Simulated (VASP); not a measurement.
Here is a VASP 6.6.1 calculation.

Contents of INCAR:

```
SYSTEM = Pt
PREC = Accurate ; ENCUT = 520
EDIFF = 1E-6 ; ISMEAR = 0
SIGMA = 0.05 ; LREAL = .FALSE.
LASPH = .TRUE. ; NELM = 60
ALGO = Fast ; ISIF = 2
LWAVE = .FALSE. ; LCHARG = .FALSE.
GGA = PE ; NBANDS = 11
```

Contents of KPOINTS:

```
regular mesh
0
G
  8 8 8
  0 0 0
```

Contents of POSCAR:

```
Pt
1.0
    0.0000000000      1.9834244386      1.9834244386
    1.9834244386      0.0000000000      1.9834244386
    1.9834244386      1.9834244386      0.0000000000
Pt
1
Direct
    0.0000000000      0.0000000000      0.0000000000
```

Potentials or basis: VASP PAW PBE potentials, release 64 (Pt).

The run is started by

```console
$ cat potpaw_PBE.64/Pt/POTCAR > POTCAR
$ mpirun -np 1 vasp_std > vasp.out
```

Task: Predict the band gap on the k mesh.

Result: Zero (band 5 reaches 11.04 eV, above the bottom of band 6 at 8.94 eV).

Task: Estimate the pressure.

Result: -0.7 GPa.

Caveat: spin-orbit coupling is left out, which moves the levels of the heavy elements.
